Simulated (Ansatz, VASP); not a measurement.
**Sc: VASP beside Ansatz**

File INCAR:

```
  PREC = Accurate
  ENCUT = 520
  EDIFF = 1E-8
  ISMEAR = -1
  SIGMA = 0.03
  LREAL = False
  LASPH = True
  NELM = 80
  ALGO = Normal
  ISIF = 2
  LWAVE = False
  LCHARG = False
  LEFG = True
  NBANDS = 18
```

KPOINTS

```
Automatic mesh
0
Gamma
  13 13 7
```

The input POSCAR:

```
Sc
1.0
    3.3087978973      0.0000000000      0.0000000000
   -1.6543989486      2.8655030350      0.0000000000
    0.0000000000      0.0000000000      5.3206800000
Sc
2
Direct
    0.3333333333      0.6666666667      0.2500000000
    0.6666666667      0.3333333333      0.7500000000
```

Input for Ansatz:

```yaml
crystal:
  lattice:
    - [3.3087978973, 0.0, 0.0]
    - [-1.6543989486, 2.865503035, 0.0]
    - [0.0, 0.0, 5.32068]
  atoms:
    - { symbol: Sc, position: [0.3333333333, 0.6666666667, 0.25] }
    - { symbol: Sc, position: [0.6666666667, 0.3333333333, 0.75] }
kpoints:
  mp_grid: { grid: [13, 13, 7] }
scf:
  occupations: { method: fermi_dirac, width: 0.03 }
hamiltonian:
  xc: lda
  pseudopotentials: { kind: paw }
output:
  forces: true
  stress: true
  eigenvalues: true
  efg: { contact_densities: true }
  write_density: true
  write_potential: true
  elf: true
  volumetric_format: npy
```

Change from the starting cell: zz strain of +1 %, PAW files.

Alike in both runs: task electric field gradients; functional LDA; k mesh 13 × 13 × 7; occupations fermi-dirac, width 0.03 eV; no spin polarisation.

|  | VASP | Ansatz |
| --- | --- | --- |
| version | VASP 6.6.1 | Ansatz 0.2.0 |
| potentials or method | VASP PAW LDA potentials, release 64 (Sc_sv) | PAW with Ansatz's default frozen-core files, scalar-relativistic |
| plane-wave cutoff (eV) | 520 | 420 |
| valence electrons in the cell | 22 | 22 |

Ansatz gave:

| Property | Result |
| --- | --- |
| pressure (GPa) | -5.7 |
| traceless stress, the component that is largest in VASP (GPa) | -1.64 |
| size of Vzz on the site where it differs most (V/Å²) | 7.3 |

**Question.** Which values does VASP return?

**Answer.** Pressure (GPa): -5.7; traceless stress, the component that is largest in VASP (GPa): -1.64; size of Vzz on the site where it differs most (V/Å²): 8.1.

LDA's correlation is that of Perdew and Zunger in VASP and of Perdew and Wang (1992) in Ansatz.
